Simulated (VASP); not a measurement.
Runs of VASP 6.6.1 on Rh. The structure is that of space group Fm-3m (No. 225), or close to it. The cells are those of the table. The cell was built from a structure type or drawn by symmetry, and may not be a known phase.

| task | cell | k mesh | cutoff (eV) | gap on the mesh (eV) | pressure (GPa) |
| --- | --- | --- | --- | --- | --- |
| relaxation of cell and atoms | relaxed from a = 2.708 Å, angles 60.0°, 1 atom | 24 × 24 × 24 | 600 | none | 0.0 |
| single point | a = 2.595 Å, angles 60.0°, 1 atom | 24 × 24 × 24 | 520 | none | 45.8 |
| single point | a = 2.653 Å, angles 60.0°, 1 atom | 24 × 24 × 24 | 520 | none | (a) |
| single point | a = 2.735 Å, angles 60.0°, 1 atom | 24 × 24 × 24 | 520 | none | -7.0 |
| single point | a = 2.708 Å, angles 60.0°, 1 atom | 10 × 10 × 10 | 520 | none | 0.2 |

Alike in all rows: level PBE; potentials or basis VASP PAW PBE potentials, release 64 (Rh_pv); no spin polarisation; smearing gaussian 0.1 eV.

Question: Estimate the missing entries.

Answer: (a) 18.9.

Caveats: the cell stands under pressure (at least some runs); the relaxation stopped at its first step, so nothing moved (at least some runs); the cell stands under tension (at least some runs).

A k mesh can miss the band edges, and the runs leave out spin-orbit coupling on Rh.

A gap of «none» marks levels without a gap at the run's occupations.
